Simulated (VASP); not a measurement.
A run of VASP 6.6.1 is set up as follows.

Contents of INCAR:

```
ALGO = Normal ; EDIFF = 1E-6
ENCUT = 750 ; GGA = CA
GGA_COMPAT = F ; ISIF = 2
ISMEAR = 0 ; LASPH = T
LCHARG = T ; LELF = T
LREAL = F ; LVHAR = T
LWAVE = F ; NBANDS = 13
NELM = 120 ; PREC = Accurate
SIGMA = 0.01
```

The input KPOINTS:

```
k-points
0
Gamma
  6 6 6
```

The input POSCAR:

```
Li2O
1.0
    0.0000000000      2.3050000000      2.3050000000
    2.3050000000      0.0000000000      2.3050000000
    2.3050000000      2.3050000000      0.0000000000
Li O
2 1
Direct
    0.2500000000      0.2500000000      0.2500000000
    0.7500000000      0.7500000000      0.7500000000
    0.0000000000      0.0000000000      0.0000000000
```

Potentials or basis: VASP PAW LDA potentials, release 64 (Li_sv, O).

Command:

```console
$ cat potpaw_LDA.64/Li_sv/POTCAR potpaw_LDA.64/O/POTCAR > POTCAR
$ mpirun -np 1 vasp_std > vasp.out
```

**Question.** Estimate the pressure.

**Answer.** -6.4 GPa.

**Question.** What does it give for the band gap on the k mesh?

**Answer.** 4.81 eV, indirect (least direct gap 5.29 eV).

A k mesh can miss the band edges. Expect the measured gap to be larger: semilocal functionals such as LDA lack the derivative discontinuity.
